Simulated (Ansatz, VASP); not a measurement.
## MgO in VASP and in Ansatz

The input POSCAR:

```
MgO
1.0
    3.3375404446      0.0000000000      0.0000000000
   -1.6687702223      2.8903948111      0.0000000000
    0.0000000000      0.0000000000      4.8522920054
Mg O
2 2
Direct
    0.3333333333      0.6666666667     -0.0184624123
    0.6666666667      0.3333333333      0.4815375877
    0.3333333333      0.6666666667      0.3934624123
    0.6666666667      0.3333333333      0.8934624123
```

File INCAR.step1:

```
  PREC = Accurate
  ENCUT = 520
  ISMEAR = 0
  SIGMA = 0.01
  LREAL = False
  LASPH = True
  NELM = 100
  NBANDS = 16
  GGA = PE
  ALGO = Normal
  EDIFF = 1E-4
  LWAVE = True
  LCHARG = False
```

The input INCAR.step2:

```
  PREC = Accurate
  ENCUT = 520
  EDIFF = 1E-6
  ISMEAR = 0
  SIGMA = 0.01
  LREAL = False
  LASPH = True
  NELM = 100
  ALGO = Normal
  ISIF = 2
  LWAVE = False
  LCHARG = True
  METAGGA = R2SCAN
  LMIXTAU = True
  LELF = True
  LVHAR = True
  NBANDS = 16
  ISTART = 1
```

KPOINTS

```
regular mesh
0
Gamma
  12 12 6
```

Input for Ansatz:

```yaml
crystal:
  lattice:
    - [3.3375404446, 0.0, 0.0]
    - [-1.6687702223, 2.8903948111, 0.0]
    - [0.0, 0.0, 4.8522920054]
  atoms:
    - { symbol: Mg, position: [0.3333333333, 0.6666666667, -0.0184624123] }
    - { symbol: Mg, position: [0.6666666667, 0.3333333333, 0.4815375877] }
    - { symbol: O, position: [0.3333333333, 0.6666666667, 0.3934624123] }
    - { symbol: O, position: [0.6666666667, 0.3333333333, 0.8934624123] }
kpoints:
  mp_grid: { grid: [12, 12, 6] }
  band_path:
    path:
      - [0.0, 0.0, 0.0]
      - [0.5, 0.0, 0.0]
      - [0.3333333333, 0.3333333333, 0.0]
      - [0.0, 0.0, 0.5]
      - [0.5, 0.0, 0.5]
      - [0.3333333333, 0.3333333333, 0.5]
    npoints: 1
hamiltonian:
  xc: r2scan
scf:
  occupations: { method: fixed }
  n_extra_bands: 5
output:
  forces: true
  stress: true
  eigenvalues: true
```

Change from the starting cell: epitaxial_xy strain +1.5%.

Alike in both runs: task single point; functional r2SCAN; k mesh 12 × 12 × 6; no spin polarisation.

```csv
,VASP,Ansatz
version,VASP 6.6.1,Ansatz 0.2.0
potentials or method,"VASP PAW PBE potentials, release 64 (Mg, O)","plane waves, PAW"
plane-wave cutoff (eV),520,500
occupations,"gaussian, width 0.01 eV",fixed
valence electrons in the cell,16,32
```

```tsv
	VASP	Ansatz	Ansatz less VASP
gap on the k mesh at the Fermi level (eV)	4.04	4.05	+0.017
pressure (GPa)	-1.1	-0.5	+0.58
traceless stress, the component that is largest in VASP (GPa)	0.53	0.47	-0.060
rms of the force components (eV/Å)	0.003	0.001	-0.0024
```

VASP's potentials were made for PBE, not for r2SCAN. Atom by atom the forces differ by 0.004 eV/Å (rms over components). VASP's potentials hold 16 valence electrons a cell and Ansatz's 32, so a difference there can come from the potentials and not from the codes.
